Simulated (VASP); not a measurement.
A run of VASP 6.6.1 is set up as follows.

The input INCAR:

```
SYSTEM = ZnS
  ALGO = Normal
  EDIFF = 1E-7
  ENCUT = 520
  GGA = PS
  ISIF = 2
  ISMEAR = 0
  LASPH = .TRUE.
  LCHARG = .FALSE.
  LREAL = .FALSE.
  LWAVE = .FALSE.
  NBANDS = 66
  NELM = 80
  PREC = Accurate
  SIGMA = 0.05
```

Contents of KPOINTS:

```
k-points
0
G
  9 9 2
  0 0 0
```

File POSCAR:

```
ZnS
1.0
    3.7852258349      0.0000000000      0.0000000000
   -1.8926129174      3.2781017321      0.0000000000
    0.0000000000      0.0000000000     18.5748434008
Zn S
6 6
Direct
    0.0000000000      0.0000000000      0.0000277175
    0.0000000000      0.0000000000      0.5000277175
    0.3333333333      0.6666666667      0.1618309784
    0.6666666667      0.3333333333      0.6618309784
    0.6666666667      0.3333333333      0.3332753580
    0.3333333333      0.6666666667      0.8332753580
    0.0000000000      0.0000000000      0.1251125986
    0.0000000000      0.0000000000      0.6251125986
    0.3333333333      0.6666666667      0.2916367831
    0.6666666667      0.3333333333      0.7916367831
    0.6666666667      0.3333333333      0.4581259436
    0.3333333333      0.6666666667      0.9581259436
```

Potentials or basis: VASP PAW PBE potentials, release 64 (Zn, S).

Run with:

```console
$ cat potpaw_PBE.64/Zn/POTCAR potpaw_PBE.64/S/POTCAR > POTCAR
$ mpirun -np 1 vasp_std > vasp.out
```

(1) What does it give for the largest force?

(2) Estimate the band gap on the k mesh.

(3) Estimate the pressure.

Answers

(1) 0.675 eV/Å.

(2) 2.11 eV.

(3) 0.3 GPa.

Caveat: the PAW data sets were made with another functional, which shifts forces and pressure a little; an odd mesh through Γ misses points on the zone boundary, where band edges can lie.
